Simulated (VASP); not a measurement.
**SiBiS: single point with PBE**

Crystal: SiBiS.

```
Si Bi S
1.0
     4.23546    0.00000    0.00000
     0.00000    4.23546    0.00000
     0.00000    0.00000    4.34781
Si Bi S
1 1 1
Cartesian
  0.0000 0.0000 0.0000
  0.0000 0.0000 2.1739
  2.1177 2.1177 0.0000
```

The cell was generated, and may not be a known phase.

```json
{
 "Program": "VASP 6.6.1",
 "Task": "single point",
 "Functional": "PBE",
 "Potentials or basis": "VASP PAW PBE potentials, release 64 (Si, Bi_d, S)",
 "Cutoff": "520 eV",
 "k mesh": "4 × 4 × 4",
 "Occupations": "gaussian, width 0.1 eV",
 "Spin": "no spin polarisation",
 "Dipole correction": "no",
 "Further INCAR settings": "ALGO = Normal; EDIFF = 1e-06; NBANDS = 20"
}
```

```
Pressure               : 14.1 GPa
Band gap on the k mesh : zero (an odd number of electrons rules out a gap without spin polarisation)
```

Stress tensor (GPa, compression positive):
```
-8.32  0.00  0.00
 0.00 -8.32  0.00
 0.00  0.00 58.97
```

Levels at points of the mesh, in eV from the Fermi level:
| k point | band 10 | band 11 | band 12 | band 13 | band 14 | band 15 | band 16 | band 17 |
| --- | --- | --- | --- | --- | --- | --- | --- | --- |
| (0.00, 0.00, 0.00) | -3.48 | -2.60 | -0.63 | 0.91 | 0.91 | 3.29 | 5.08 | 5.26 |
| (0.50, 0.00, 0.00) | -2.93 | -1.99 | -1.64 | -1.16 | -0.15 | 2.59 | 5.19 | 6.88 |
| (0.50, 0.50, 0.00) | -5.02 | -2.33 | -0.91 | 0.74 | 0.74 | 4.46 | 4.46 | 5.43 |
| (0.00, 0.00, 0.50) | -2.47 | -1.65 | -0.06 | -0.06 | 2.92 | 2.92 | 4.14 | 5.49 |
| (0.50, 0.00, 0.50) | -1.54 | -1.40 | -0.11 | 0.33 | 0.35 | 0.80 | 5.49 | 6.86 |
| (0.50, 0.50, 0.50) | -3.95 | -1.98 | -1.98 | -1.86 | 3.69 | 3.69 | 6.04 | 7.34 |

Run time: 30 s on 1 thread of Intel Xeon 8259CL (shared host), peak memory 0.18 GiB.

Caveat: the k points lie up to 0.37 Å⁻¹ apart, too coarse for converged energies and pressures of a metal; spin-orbit coupling is left out, which moves the levels of the heavy elements.
